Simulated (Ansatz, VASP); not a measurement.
## Mg4O: VASP beside Ansatz

Contents of INCAR:

```
SYSTEM = Mg4O
  ALGO = Normal
  EDIFF = 1E-6
  ENCUT = 520
  GGA = PE
  ISIF = 2
  ISMEAR = 0
  ISPIN = 2
  LASPH = .TRUE.
  LCHARG = .FALSE.
  LORBIT = 11
  LREAL = .FALSE.
  LWAVE = .FALSE.
  MAGMOM = 0 0 0 0 1
  NBANDS = 19
  NELM = 150
  PREC = Accurate
  SIGMA = 0.1
```

The input KPOINTS:

```
k-points
0
G
  4 4 4
  0 0 0
```

The input POSCAR:

```
Mg4O
1.0
    4.0957126200      0.0000000000      0.0000000000
    0.0000000000      4.0957126200      0.0000000000
    0.0000000000      0.0000000000      4.0957126200
Mg O
4 1
Direct
    0.0000000000      0.5000000000      0.5000000000
    0.5000000000      0.5000000000      0.0000000000
    0.5000000000      0.0000000000      0.5000000000
    0.0000000000      0.0000000000      0.0000000000
    0.5000000000      0.5000000000      0.5000000000
```

Input for Ansatz:

```yaml
crystal:
  lattice:
    - [4.09571262, 0.0, 0.0]
    - [0.0, 4.09571262, 0.0]
    - [0.0, 0.0, 4.09571262]
  atoms:
    - { symbol: Mg, position: [0.0, 0.5, 0.5] }
    - { symbol: Mg, position: [0.5, 0.5, 0.0] }
    - { symbol: Mg, position: [0.5, 0.0, 0.5] }
    - { symbol: Mg, position: [0.0, 0.0, 0.0] }
    - { symbol: O, position: [0.5, 0.5, 0.5], spin: 1.0 }
basis:
  ecutwfc: 420
kpoints:
  mp_grid: { grid: [4, 4, 4] }
hamiltonian:
  xc: pbe
scf:
  occupations: { method: gaussian, width: 0.1 }
  lower_state_search: "off"
output:
  forces: true
  stress: true
  eigenvalues: true
  populations: true
magnetization:
  spin_polarized: true
```

Change from the starting cell: species swapped into the Fe4N type (Pm-3m, No. 221).

Alike in both runs: task single point; functional PBE; k mesh 4 × 4 × 4; occupations gaussian, width 0.1 eV; collinear spin.

|  | VASP | Ansatz |
| --- | --- | --- |
| version | VASP 6.6.1 | Ansatz 0.2.0 |
| potentials or method | VASP PAW PBE potentials, release 64 (Mg, O), cutoff 520 eV | scalar-relativistic, plane waves, PAW |
| valence electrons in the cell | 14 | 46 |

|  | VASP | Ansatz | Ansatz less VASP |
| --- | --- | --- | --- |
| gap on the k mesh at the Fermi level (eV) | none | none | - |
| pressure (GPa) | 21.0 | 21.2 | +0.18 |
| net moment per atom (μB) | 0.00 | 0.00 | 0.000 |

A gap of «none» marks a metal or a gap that the smearing closes. VASP's potentials hold 14 valence electrons a cell and Ansatz's 46, so a difference there can come from the potentials and not from the codes. Ansatz's warnings: seeded moment not kept.

The k mesh is coarse, so the values compare programs but aren't converged.
